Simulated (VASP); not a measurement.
# CdI2 (P-3m1) in VASP: further runs, part 2 of 2

VASP 6.6.1.

## Step 4: Single point, PBEsol

INCAR

```
SYSTEM = CdI2
PREC     = Accurate       ! precision mode
ENCUT    = 500            ! plane-wave cutoff, eV
EDIFF    = 1E-6           ! SCF threshold, eV
ISMEAR   = 0              ! smearing method
SIGMA    = 0.01           ! smearing width, eV
LREAL    = .False.        ! projectors in reciprocal space
LASPH    = .True.         ! aspherical terms in the spheres
NELM     = 120            ! most SCF steps
ALGO     = Normal         ! electronic algorithm
ISIF     = 2              ! what is computed and relaxed
LWAVE    = .False.        ! write WAVECAR
LCHARG   = .False.        ! write CHGCAR
GGA      = PS             ! functional
NBANDS   = 20             ! bands
GGA_COMPAT= .False.
```

KPOINTS

```
regular mesh
0
Gamma
  6 6 4
  0 0 0
```

POSCAR

```
CdI2
1.0
    4.2483568949      0.0000000000      0.0000000000
   -2.1241784475      3.6791849954      0.0000000000
    0.0000000000      0.0000000000      6.8844151973
Cd I
1 2
Direct
    0.0000000000      0.0000000000      0.0000000000
    0.3333333333      0.6666666667      0.2495592320
    0.6666666667      0.3333333333      0.7504407680
```

Potentials or basis: VASP PAW PBE potentials, release 64 (Cd, I).

The run is started by

```bash
$ cat potpaw_PBE.64/Cd/POTCAR potpaw_PBE.64/I/POTCAR > POTCAR
$ mpirun -np 1 vasp_std > vasp.out
```

OUTCAR:

```text
SYSTEM = CdI2
   PREC = Accurate
   ENCUT = 500
   EDIFF = 1E-6
   ISMEAR = 0
   LREAL = .False.
   LASPH = .True.
   NELM = 120
   ISIF = 2
   GGA = PS

 ion  position               nearest neighbor table
   1  0.000  0.000  0.000-   2 2.99   3 2.99   3 2.99   2 2.99   3 2.99   2 2.99
   2  0.333  0.667  0.250-   1 2.99   1 2.99   1 2.99
   3  0.667  0.333  0.750-   1 2.99   1 2.99   1 2.99

  LATTYP: Found a hexagonal cell.
 ALAT       =     4.2483568949
 C/A-ratio  =     1.6204889014

  Lattice vectors:
[... 741 lines left out ...]

  FORCE on cell =-STRESS in cart. coord.  units (eV):
  Direction    XX          YY          ZZ          XY          YZ          ZX
  --------------------------------------------------------------------------------------
  -------------------------------------------------------------------------------------
  Total       -0.3518082     -0.3518082     -0.3046296      0.0000000      0.0000000     -0.0000000
  in kB       -5.2381370     -5.2381370     -4.5356870      0.0000000      0.0000000     -0.0000000
  external PRESSURE =      -5.0039870 kB  Pullay stress =       0.0000000 kB

 VOLUME and BASIS-vectors are now :
 -----------------------------------------------------------------------------
  energy-cutoff  :      500.00
  volume of cell :      107.61
      direct lattice vectors                 reciprocal lattice vectors
     4.248356895  0.000000000  0.000000000     0.235385121  0.135899663  0.000000000
    -2.124178447  3.679184995  0.000000000     0.000000000  0.271799325  0.000000000
     0.000000000  0.000000000  6.884415197     0.000000000  0.000000000  0.145255620

 POSITION                                       TOTAL-FORCE (eV/Angst)
 -----------------------------------------------------------------------------------
      0.00000      0.00000      0.00000         0.000000      0.000000      0.000000
     -0.00000      2.45279      1.71807        -0.000000      0.000000     -0.119909
      2.12418      1.22639      5.16635         0.000000      0.000000      0.119909
 -----------------------------------------------------------------------------------
    total drift:                                0.000000     -0.000000      0.000000

  FREE ENERGIE OF THE ION-ELECTRON SYSTEM (eV)
  ---------------------------------------------------
  free  energy   TOTEN  =        -6.3717752029 eV

  energy  without entropy=       -6.3717752029  energy(sigma->0) =       -6.37177520
```

It took 40 s on 1 thread of AMD EPYC 7R43 (Zen 3), shared host; peak memory 0.2 GiB.

What came out:

```yaml
Free_energy: -6.3718 eV
Pressure: -0.5 GPa
Largest_force: 0.120 eV/Å
Band_gap_on_the_k_mesh: 2.29 eV, indirect (least direct gap 2.49 eV)
```

Forces in eV/Å, atoms in the order of the input:
```
Cd   0.000  0.000  0.000
I    0.000  0.000 -0.120
I    0.000  0.000  0.120
```

Levels at points of the mesh, in eV from the valence-band top:
```
           k point  band 9  band 10  band 11  band 12  band 13  band 14  band 15  band 16  band 17  band 18
(0.00, 0.00, 0.00)   -0.30    -0.30    -0.15    -0.15    -0.14     2.35     4.34     6.26     6.26     8.28
(0.50, 0.00, 0.00)   -2.78    -2.00    -1.52    -0.71    -0.13     2.59     4.88     5.82     6.43     7.48
(0.00, 0.00, 0.50)   -1.61    -0.42    -0.42     0.00     0.00     3.51     4.37     6.06     6.06     7.67
(0.50, 0.00, 0.50)   -3.21    -1.31    -1.23    -0.50    -0.44     2.29     4.81     5.73     6.51     7.20
```

Caveat: the PAW data sets were made with another functional, which shifts forces and pressure a little; spin-orbit coupling is left out, which moves the levels of the heavy elements; this functional lacks dispersion, which binds the layers, so the pressure and a relaxed spacing across them are unreliable. As with any semilocal functional, this PBEsol gap is likely too small.

## Step 5: Single point, PBEsol

INCAR

```
ALGO     = Normal         # electronic algorithm
EDIFF    = 1E-6           # SCF threshold, eV
ENCUT    = 500            # plane-wave cutoff, eV
GGA      = PS             # functional
GGA_COMPAT= False        
ISIF     = 2              # what is computed and relaxed
ISMEAR   = 1              # smearing method
LASPH    = True           # aspherical terms in the spheres
LCHARG   = True           # write CHGCAR
LELF     = True           # ELF
LREAL    = False          # projectors in reciprocal space
LVHAR    = True         
LWAVE    = False          # write WAVECAR
NBANDS   = 20             # bands
NELM     = 120            # most SCF steps
PREC     = Accurate       # precision mode
SIGMA    = 0.05           # smearing width, eV
```

KPOINTS

```
k-points
0
Gamma
  6 6 4
```

POSCAR is that of step 4.

The run is started by

```bash
$ cat potpaw_PBE.64/Cd/POTCAR potpaw_PBE.64/I/POTCAR > POTCAR
$ mpirun -np 1 vasp_std > vasp.out
```

It took 42 s on 1 thread of AMD EPYC 7R43 (Zen 3), shared host; peak memory 0.2 GiB.

The run converged. Its results:

```
Free energy            : -6.3715 eV
Pressure               : -0.5 GPa
Largest force          : 0.120 eV/Å
Band gap on the k mesh : 2.29 eV, indirect (least direct gap 2.49 eV)
```

Forces in eV/Å, atoms in the order of the input:
```
Cd   0.000  0.000  0.000
I    0.000  0.000 -0.120
I    0.000  0.000  0.120
```

Levels at points of the mesh, in eV from the valence-band top:
```tsv
k point	band 11	band 12	band 13	band 14	band 15	band 16
(0.00, 0.00, 0.00)	-0.15	-0.15	-0.14	2.35	4.34	6.26
(0.50, 0.00, 0.00)	-1.52	-0.71	-0.13	2.59	4.88	5.82
(0.00, 0.00, 0.50)	-0.42	0.00	0.00	3.51	4.37	6.06
(0.50, 0.00, 0.50)	-1.23	-0.50	-0.44	2.29	4.81	5.73
```

Caveat: the PAW data sets were made with another functional, which shifts forces and pressure a little; spin-orbit coupling is left out, which moves the levels of the heavy elements; this functional lacks dispersion, which binds the layers, so the pressure and a relaxed spacing across them are unreliable. PBEsol gaps usually lie below the measured ones, often by a third to a half.

## Step 6: Summary

| k mesh | smearing | gap on the mesh (eV) | pressure (GPa) | largest force (eV/Å) |
| --- | --- | --- | --- | --- |
| 8 × 8 × 1 | gaussian 0.01 eV | 2.39 | -0.9 | 0.07 |
| 6 × 6 × 4 | gaussian 0.01 eV | 2.29 | -0.5 | 0.12 |
| 6 × 6 × 4 | methfessel-paxton 0.05 eV | 2.29 | -0.5 | 0.12 |

Alike in all rows: task single point; level PBEsol; potentials or basis VASP PAW PBE potentials, release 64 (Cd, I); no spin polarisation; cell as given; cutoff (eV) 500.

Caveats: some runs use coarse meshes; the PAW data sets were made with another functional, which shifts forces and pressure a little; spin-orbit coupling is left out, which moves the levels of the heavy elements; this functional lacks dispersion, which binds the layers, so the pressure and a relaxed spacing across them are unreliable.

Total energies depend on the potentials used, so only differences within one code and one set of settings carry meaning.
